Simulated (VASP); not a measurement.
# SiC in VASP: single point with r2SCAN

Aim: the single point of SiC with r2SCAN.

Program: VASP 6.6.1. These are calculated values, not measurements. Logs are shortened: lines on timing, memory, paths and dates and some standing lists are left out, and cuts for length are marked.

## 1. The cell of the first run

The cell holds a slab with vacuum, 24 atoms: a = 6.150 Å, b = 5.048 Å, c = 21.214 Å, α = 90.00°, β = 90.00°, γ = 90.00°.

## 2. Single point, r2SCAN

File POSCAR:

```
SiC
1.0
    6.1503900137      0.0000000000      0.0000000000
    0.0000000000      5.0481668523      0.0000000000
    0.0000000000      0.0000000000     21.2141263276
Si C
12 12
Direct
    0.5000000000      0.9953971171      0.3535380097
    0.0000000000      0.9953971171      0.3535380097
    0.7500000000      0.4953971171      0.3953842927
    0.2500000000      0.4953971171      0.3953842927
    0.7500447064      0.9839394167      0.4795323128
    0.2500463899      0.9839420739      0.4795335562
    0.0000533187      0.4822307231      0.5203901355
    0.5000565426      0.4822324695      0.5203906411
    0.0000759565      0.9950784067      0.6080856079
    0.5000767497      0.9950958583      0.6080845081
    0.2500794910      0.4630606928      0.6350825619
    0.7500758165      0.4630469740      0.6350815820
    0.5000000000      0.6196028829      0.3535380097
    0.0000000000      0.6196028829      0.3535380097
    0.7500000000      0.1196028829      0.3953842927
    0.2500000000      0.1196028829      0.3953842927
    0.7500513097      0.6115055911      0.4808257151
    0.2500578853      0.6115029342      0.4808267224
    0.0000456052      0.1090810886      0.5203404793
    0.5000519235      0.1090835153      0.5203418123
    0.0000675464      0.6213011186      0.6070198205
    0.5000832676      0.6213136698      0.6070200506
    0.2500781321      0.1224060101      0.6420033467
    0.7500687074      0.1223943433      0.6420132996
```

File INCAR.step1:

```
SYSTEM = SiC
PREC = Accurate
ENCUT = 580
ISMEAR = 0
SIGMA = 0.05
LREAL = .False.
LASPH = .True.
NELM = 120
LDIPOL = .True.
IDIPOL = 3
DIPOL = 0.5 0.5 0.499
NBANDS = 66
GGA = PE
ALGO = Normal
EDIFF = 1E-5
LWAVE = .True.
LCHARG = .False.
GGA_COMPAT = .False.
NELMDL = -8
KPAR = 4
```

File INCAR.step2:

```
SYSTEM = SiC
PREC = Accurate
ENCUT = 580
EDIFF = 1E-6
ISMEAR = 0
SIGMA = 0.05
LREAL = .False.
LASPH = .True.
NELM = 120
ALGO = Normal
ISIF = 2
LWAVE = .False.
LCHARG = .False.
LDIPOL = .True.
IDIPOL = 3
DIPOL = 0.5 0.5 0.499
METAGGA = R2SCAN
LMIXTAU = .True.
NBANDS = 66
ISTART = 1
GGA_COMPAT = .False.
KPAR = 4
```

File KPOINTS:

```
Automatic mesh
0
Gamma
  6 6 1
  0 0 0
```

Potentials or basis: VASP PAW PBE potentials, release 64 (Si, C).

Launch:

```
$ cat potpaw_PBE.64/Si/POTCAR potpaw_PBE.64/C/POTCAR > POTCAR
$ cp INCAR.step1 INCAR
$ mpirun -np 4 vasp_std > vasp.out
$ cp INCAR.step2 INCAR
$ mpirun -np 4 vasp_std > vasp.out
```

OUTCAR:

```text
SYSTEM = SiC
   PREC = Accurate
   ENCUT = 580
   EDIFF = 1E-6
   ISMEAR = 0
   LREAL = .False.
   LASPH = .True.
   NELM = 120
   ISIF = 2
   METAGGA = R2SCAN
   ISTART = 1

 ion  position               nearest neighbor table
   1  0.500  0.995  0.354-  15 1.88  16 1.88  13 1.90   2 3.08   2 3.08   6 3.08   5 3.08   3 3.09
                             3 3.09   4 3.09   4 3.09
   2  0.000  0.995  0.354-  15 1.88  16 1.88  14 1.90   1 3.08   1 3.08   5 3.08   6 3.08   3 3.09
                             3 3.09   4 3.09   4 3.09
   3  0.750  0.495  0.395-  13 1.88  14 1.88  15 1.90  17 1.90   5 3.04   8 3.07   7 3.07   4 3.08
                             4 3.08   2 3.09   1 3.09   2 3.09   1 3.09   5 3.14
   4  0.250  0.495  0.395-  13 1.88  14 1.88  16 1.90  18 1.90   6 3.04   7 3.07   8 3.07   3 3.08
                             3 3.08   2 3.09   1 3.09   2 3.09   1 3.09   6 3.14
   5  0.750  0.984  0.480-  20 1.87  19 1.87  17 1.88  15 1.91   3 3.04   8 3.07   7 3.07   6 3.08
                             6 3.08   2 3.08   1 3.08   8 3.09   7 3.09  10 3.13   9 3.13   3 3.14
   6  0.250  0.984  0.480-  19 1.87  20 1.87  18 1.88  16 1.91   4 3.04   7 3.07   8 3.07   5 3.08
                             5 3.08   1 3.08   2 3.08   7 3.09   8 3.09   9 3.13  10 3.13   4 3.14
   7  0.000  0.482  0.520-  18 1.87  17 1.87  19 1.88  21 1.97  12 2.88  11 2.88   4 3.07   3 3.07
                             6 3.07   5 3.07   8 3.08   8 3.08   9 3.08   6 3.09   5 3.09
   8  0.500  0.482  0.520-  17 1.87  18 1.87  20 1.88  22 1.97  11 2.88  12 2.88   3 3.07   4 3.07
                             5 3.07   6 3.07   7 3.08   7 3.08  10 3.08   5 3.09   6 3.09
   9  0.000  0.995  0.608-  23 1.82  24 1.82  21 1.89  19 1.95  12 2.88  11 2.88  10 3.08  10 3.08
                             7 3.08   6 3.13   5 3.13  11 3.15  12 3.15
  10  0.500  0.995  0.608-  23 1.82  24 1.82  22 1.89  20 1.95  12 2.88  11 2.88   9 3.08   9 3.08
                             8 3.08   5 3.13   6 3.13  11 3.15  12 3.15
  11  0.250  0.463  0.635-  23 1.73  22 1.83  21 1.83  10 2.88   9 2.88   8 2.88   7 2.88  12 3.08
                            12 3.08   9 3.15  10 3.15
  12  0.750  0.463  0.635-  24 1.73  21 1.83  22 1.83  10 2.88   9 2.88   7 2.88   8 2.88  11 3.08
                            11 3.08   9 3.15  10 3.15
  13  0.500  0.620  0.354-   3 1.88   4 1.88   1 1.90
  14  0.000  0.620  0.354-   3 1.88   4 1.88   2 1.90
  15  0.750  0.120  0.395-   1 1.88   2 1.88   3 1.90   5 1.91
  16  0.250  0.120  0.395-   1 1.88   2 1.88   4 1.90   6 1.91
  17  0.750  0.612  0.481-   8 1.87   7 1.87   5 1.88   3 1.90
  18  0.250  0.612  0.481-   8 1.87   7 1.87   6 1.88   4 1.90
  19  0.000  0.109  0.520-   6 1.87   5 1.87   7 1.88   9 1.95
  20  0.500  0.109  0.520-   5 1.87   6 1.87   8 1.88  10 1.95
  21  0.000  0.621  0.607-  12 1.83  11 1.83   9 1.89   7 1.97
  22  0.500  0.621  0.607-  12 1.83  11 1.83  10 1.89   8 1.97
  23  0.250  0.122  0.642-  11 1.73  10 1.82   9 1.82
  24  0.750  0.122  0.642-  12 1.73  10 1.82   9 1.82

  LATTYP: Found a simple orthorhombic cell.
 ALAT       =     5.0481668523
 B/A-ratio  =     1.2183412699
 C/A-ratio  =     4.2023425430

  Lattice vectors:

 A1 = (   0.0000000000,  -5.0481668523,   0.0000000000)
 A2 = (   6.1503900137,   0.0000000000,   0.0000000000)
 A3 = (   0.0000000000,   0.0000000000,  21.2141263276)

Analysis of symmetry for initial positions (statically):
=====================================================================
 Subroutine PRICEL returns:
 Original cell was already a primitive cell.

 Routine SETGRP: Setting up the symmetry group for a
 simple orthorhombic supercell.

 Subroutine GETGRP returns: Found  1 space group operations
 (whereof  1 operations were pure point group operations)
 out of a pool of  8 trial point group operations.

The static configuration has the point symmetry C_1 .

Analysis of symmetry for dynamics (positions and initial velocities):
=====================================================================
 Subroutine PRICEL returns:
 Original cell was already a primitive cell.

 Routine SETGRP: Setting up the symmetry group for a
 simple orthorhombic supercell.

 Subroutine GETGRP returns: Found  1 space group operations
 (whereof  1 operations were pure point group operations)
 out of a pool of  8 trial point group operations.

The dynamic configuration has the point symmetry C_1 .

 Subroutine INISYM returns: Found  1 space group operations
 (whereof  1 operations are pure point group operations),
 and found     1 'primitive' translations

----------------------------------------------------------------------------------------

                                     Primitive cell

  volume of cell :     658.6603

  direct lattice vectors                    reciprocal lattice vectors
[... 79 lines left out ...]
     0.000000000  0.000000000  0.000000000

 Subroutine IBZKPT returns following result:
 ===========================================

 Found     20 irreducible k-points:

 Following reciprocal coordinates:
            Coordinates               Weight
  0.000000  0.000000  0.000000      1.000000
  0.166667  0.000000  0.000000      2.000000
  0.333333  0.000000  0.000000      2.000000
  0.500000  0.000000  0.000000      1.000000
  0.000000  0.166667  0.000000      2.000000
  0.166667  0.166667  0.000000      2.000000
[... 12 lines left out ...]
  0.333333  0.500000  0.000000      2.000000
  0.500000  0.500000  0.000000      1.000000
   k-points           NKPTS =     20   k-points in BZ     NKDIM =     20   number of bands    NBANDS=     66
   number of dos      NEDOS =    301   number of ions     NIONS =     24
   total plane-waves  NPLWV = 322560
   dimension x,y,z NGX =    48 NGY =   40 NGZ =  168
   dimension x,y,z NGXF=    96 NGYF=   80 NGZF=  336
   ions per type =              12  12
   NGX,Y,Z   is equivalent  to a cutoff of  12.97, 13.17, 13.17 a.u.
   NGXF,Y,Z  is equivalent  to a cutoff of  25.95, 26.35, 26.33 a.u.
 SYSTEM =  SiC
   PREC   = accura    normal or accurate (medium, high low for compatibility)
   ISTART =      1    job   : 0-new  1-cont  2-samecut
   ICHARG =      0    charge: 1-file 2-atom 10-const
   ISPIN  =      1    spin polarized calculation?
   LNONCOLLINEAR =      F non collinear calculations
   LSORBIT =      F    spin-orbit coupling
   LASPH  =      T    aspherical Exc in radial PAW
   ENCUT  =  580.0 eV  42.63 Ry    6.53 a.u.  12.08  9.91 41.66*2*pi/ulx,y,z
   NELM   =    120;   NELMIN=  2; NELMDL=  0     # of ELM steps
   EDIFF  = 0.1E-05   stopping-criterion for ELM
   LREAL  =      F    real-space projection
   EDIFFG = 0.1E-04   stopping-criterion for IOM
   NSW    =      0    number of steps for IOM
   IBRION =     -1    ionic relax: 0-MD 1-quasi-New 2-CG
   NFREE  =      0    steps in history (QN), initial steepest desc. (CG)
   ISIF   =      2    stress and relaxation
   ISYM   =      2    0-nonsym 1-usesym 2-fastsym
   POTIM  = 0.5000    time-step for ionic-motion
   TEBEG  =    0.0;   TEEND  =   0.0 temperature during run
   PSTRESS=    0.0 pullay stress
   NELECT =      96.0000    total number of electrons
   NUPDOWN=      -1.0000    fix difference up-down
   EMIN   =  10.00;   EMAX   =-10.00  energy-range for DOS
   EFERMI =   0.00;   METHOD = LEGACY
   ISMEAR =     0;   SIGMA  =   0.05  broadening in eV -4-tet -1-fermi 0-gaus
   EFERMI_NEDOS =   21; number of points for ismear=-14 and -15
   IALGO  =     38    algorithm
   IMIX   =      4    mixing-type and parameters
     AMIX     =   0.40;   BMIX     =  1.00
     AMIX_MAG =   1.60;   BMIX_MAG =  1.00
  volume/ion in A,a.u.               =      27.44       185.20
  Fermi-wavevector in a.u.,A,eV,Ry     =   0.861545  1.628084 10.099062  0.742260
  Thomas-Fermi vector in A             =   1.979215
   LORBIT       =      0    0 simple, 1 ext, 2 COOP (PROOUT), +10 PAW based schemes
   METAGGA = R2SCAN    functional components
   LHFCALC =     F    Hartree Fock is set to
   AEXX    =    0.0000 exact exchange contribution
   IVDW    =     0    specifies the selected vdW correction
   LEPSILON=     F    determine dielectric tensor
   LRPA    =     F    only Hartree local field effects (RPA)
 non-spin polarized calculation
 Gauss-broadening in eV      SIGMA  =   0.05
  energy-cutoff  :      580.00
  volume of cell :      658.66
 maximum number of plane-waves:     20968
   NGX = 25   NGY = 19   NGZ = 83

 number of electron      95.9999996 magnetization

 dipolmoment           0.000000      0.000000     -0.030907 electrons x Angstroem

 Free energy of the ion-electron system (eV)
  ---------------------------------------------------
  ext. energy  EPLUGINS =         0.00000000
  ---------------------------------------------------
  free energy    TOTEN  =      -220.36113202 eV

  energy without entropy =     -220.36113202  energy(sigma->0) =     -220.36113202

 E-fermi :   0.0877     XC(G=0):  -5.1907

 val. band max:       -0.1499708538   @ k =   0.0000   0.5000   0.0000
 cond. band min:       0.5553020024   @ k =   0.0000   0.5000   0.0000
 fundamental gap:      0.7052728562
 Fermi energy:         0.0876518739

 k-point     1 :       0.0000    0.0000    0.0000
  band No.  band energies     occupation
      1     -16.6482      2.00000
      2     -15.4990      2.00000
      3     -14.0262      2.00000
      4     -13.8509      2.00000
      5     -13.6912      2.00000
      6     -13.0054      2.00000
[... 1249 lines left out ...]
     59       5.4359      0.00000
     60       5.4359      0.00000
 [bands above 60 left out]

------------------------ aborting loop because EDIFF is reached ----------------------------------------

 vacuum level on the upper side and lower side of the slab       (xc-potential included)        -0.066         0.109

  FORCE on cell =-STRESS in cart. coord.  units (eV):
  Direction    XX          YY          ZZ          XY          YZ          ZX
  --------------------------------------------------------------------------------------
  -------------------------------------------------------------------------------------
  Total        5.6694385     -5.5595706     -6.5878402      0.0007199      2.0288324     -0.0132076
  in kB       13.7907894    -13.5235381    -16.0247819      0.0017511      4.9350919     -0.0321273
  external PRESSURE =      -5.2525102 kB  Pullay stress =       0.0000000 kB

 VOLUME and BASIS-vectors are now :
 -----------------------------------------------------------------------------
  energy-cutoff  :      580.00
  volume of cell :      658.66
      direct lattice vectors                 reciprocal lattice vectors
     6.150390014  0.000000000  0.000000000     0.162591315  0.000000000  0.000000000
     0.000000000  5.048166852  0.000000000     0.000000000  0.198091709  0.000000000
     0.000000000  0.000000000 21.214126328     0.000000000  0.000000000  0.047138401

 POSITION                                       TOTAL-FORCE (eV/Angst)
 -----------------------------------------------------------------------------------
      3.07520      5.02493      7.50000         0.000170     -2.630504      2.015204
      0.00000      5.02493      7.50000         0.000195     -2.630491      2.015292
      4.61279      2.50085      8.38773         0.000768      0.776354     -2.432822
      1.53760      2.50085      8.38773         0.000899      0.776395     -2.432661
      4.61307      4.96709     10.17286        -0.000075     -0.001608     -0.003689
      1.53788      4.96710     10.17289        -0.000110     -0.001860     -0.003865
[... 16 lines left out ...]
      1.53808      0.61793     13.61954        -0.000899     -0.009684     -0.003189
      4.61322      0.61787     13.61975         0.001510     -0.009660     -0.004674
 -----------------------------------------------------------------------------------
    total drift:                                0.000046     -0.001870      0.000168

  FREE ENERGIE OF THE ION-ELECTRON SYSTEM (eV)
  ---------------------------------------------------
  free  energy   TOTEN  =      -220.3611320157 eV

  energy  without entropy=     -220.3611320157  energy(sigma->0) =     -220.36113202

 vacuum level on the upper side and lower side of the slab         5.160         5.340
```

Run time: 16 min. Hardware: 4 MPI ranks of Intel Xeon 6975P-C (Granite Rapids), shared host; peak memory 1.2 GiB.

What came out:

```
Free energy            : -220.3611 eV
Largest force          : 3.314 eV/Å
Band gap on the k mesh : 0.71 eV
```

Forces on the atoms (eV/Å):
```
Si   0.000 -2.631  2.015
Si   0.000 -2.630  2.015
Si   0.001  0.776 -2.433
Si   0.001  0.776 -2.433
Si   0.000 -0.002 -0.004
Si   0.000 -0.002 -0.004
Si   0.000  0.000 -0.014
Si   0.000  0.000 -0.014
Si  -0.002 -0.009  0.000
Si   0.000 -0.012  0.000
Si   0.000  0.011 -0.025
Si   0.000  0.011 -0.024
C    0.000  1.494  1.453
C    0.000  1.494  1.453
C    0.001  0.358 -1.016
C    0.001  0.358 -1.016
C    0.000  0.002  0.002
C   -0.001  0.002  0.002
C    0.000  0.003  0.007
C    0.000  0.003  0.007
C    0.001  0.009  0.017
C   -0.001  0.008  0.017
C   -0.001 -0.010 -0.003
C    0.002 -0.010 -0.005
```

Caveat: the PAW data sets were made with another functional, which shifts forces and pressure a little.
